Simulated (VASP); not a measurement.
# Br: relaxation of cell and atoms with PBE

The system is Br.

```
Br
1.0
     3.30450   -2.16304    0.00000
     3.30450    2.16304    0.00000
     0.00000    0.00000    9.09376
Br
4
Cartesian
  3.3045 -1.4931 1.0685
  3.3045 1.4931 8.0252
  3.3045 0.6699 3.4784
  3.3045 -0.6699 5.6154
```

| Property | Result |
| --- | --- |
| Program | VASP 6.6.1 |
| Task | relaxation of cell and atoms |
| Functional | PBE |
| Potentials or basis | VASP PAW PBE potentials, release 64 (Br) |
| Cutoff | 600 eV |
| k mesh | 6 × 6 × 2 |
| Occupations | gaussian, width 0.05 eV |
| Spin | no spin polarisation |
| Dipole correction | no |
| Further INCAR settings | ALGO = Normal; EDIFF = 1e-07; IBRION = 2; EDIFFG = -0.03; NSW = 80; ISIF = 3 |

* Relaxed volume: 39.14 Å³/atom
* Relaxed cell: a = 4.716 Å, b = 4.716 Å, c = 8.722 Å, α = 90.00°, β = 90.00°, γ = 53.82°
* Space group after relaxing (to 0.1 Å): Cmce (No. 64)
* Energy gained by relaxing: 86.0 meV/atom
* Ionic steps: 14
* Pressure after relaxing: 0.0 GPa
* Largest force after relaxing: 0.017 eV/Å
* Band gap on the k mesh: 1.37 eV

Forces on the atoms (eV/Å):
```
Br   0.000 -0.012  0.012
Br   0.000  0.012 -0.012
Br   0.000 -0.012 -0.012
Br   0.000  0.012  0.012
```

Stress tensor (GPa, compression positive):
```
 0.03  0.00  0.00
 0.00  0.02  0.00
 0.00  0.00 -0.06
```

Step by step:
```csv
step,energy change (eV),largest force (eV/Å),pressure (GPa),volume (Å³)
1,0.0000,0.8277,-2.12,130.00
2,-0.1627,0.6631,2.84,121.86
3,-0.2049,0.1360,0.98,124.20
4,-0.2370,0.1105,0.76,126.99
5,-0.2986,0.0419,0.29,135.43
6,-0.3294,0.1165,-0.15,152.63
7,-0.3226,0.2973,0.77,152.59
8,-0.3317,0.0562,0.14,152.62
9,-0.3374,0.0342,0.04,154.35
10,-0.3406,0.0437,-0.10,156.96
11,-0.3427,0.0748,0.07,156.46
12,-0.3429,0.0889,0.14,156.24
13,-0.3438,0.0376,0.04,156.44
14,-0.3439,0.0173,-0.01,156.56
```

Final structure:
```cif
data_structure
_symmetry_space_group_name_H-M 'P 1'
_symmetry_Int_Tables_number 1
_cell_length_a 4.7156
_cell_length_b 4.7156
_cell_length_c 8.7220
_cell_angle_alpha 90.000
_cell_angle_beta 90.000
_cell_angle_gamma 53.824
_cell_volume 156.56
loop_
_atom_site_label
_atom_site_type_symbol
_atom_site_fract_x
_atom_site_fract_y
_atom_site_fract_z
_atom_site_occupancy
Br1 Br 0.85718 0.14282 0.11788 1
Br2 Br 0.14282 0.85718 0.88212 1
Br3 Br 0.35718 0.64282 0.38212 1
Br4 Br 0.64282 0.35718 0.61788 1
```

Levels at points of the mesh, in eV from the valence-band top:
| k point | band 10 | band 11 | band 12 | band 13 | band 14 | band 15 | band 16 | band 17 | band 18 |
| --- | --- | --- | --- | --- | --- | --- | --- | --- | --- |
| (0.00, 0.00, 0.00) | -1.77 | -1.29 | -0.72 | -0.46 | 0.00 | 1.37 | 2.24 | 5.38 | 6.55 |
| (0.50, 0.00, 0.00) | -2.12 | -1.18 | -1.18 | -0.61 | -0.61 | 2.37 | 2.37 | 6.97 | 6.97 |
| (0.50, 0.50, 0.00) | -1.90 | -1.34 | -1.32 | -0.48 | -0.08 | 1.38 | 2.19 | 7.16 | 7.85 |
| (0.00, 0.00, 0.50) | -1.78 | -1.04 | -1.04 | -0.31 | -0.31 | 1.67 | 1.67 | 5.99 | 5.99 |
| (0.50, 0.00, 0.50) | -2.15 | -0.64 | -0.64 | -0.10 | -0.10 | 1.82 | 1.82 | 7.24 | 7.24 |
| (0.50, 0.50, 0.50) | -1.84 | -1.06 | -1.06 | -0.61 | -0.61 | 1.68 | 1.68 | 8.13 | 8.13 |

It took 10 min on 1 thread of Intel(R) Xeon(R) Platinum 8488C (Sapphire Rapids), on a shared host, peak memory 0.3 GiB.

Caveat: the volume moved by over 15 % at a fixed basis, so the end points are rough; this functional lacks dispersion, which holds the molecules together, so the pressure and a relaxed volume are unreliable. A k mesh can miss the band edges.
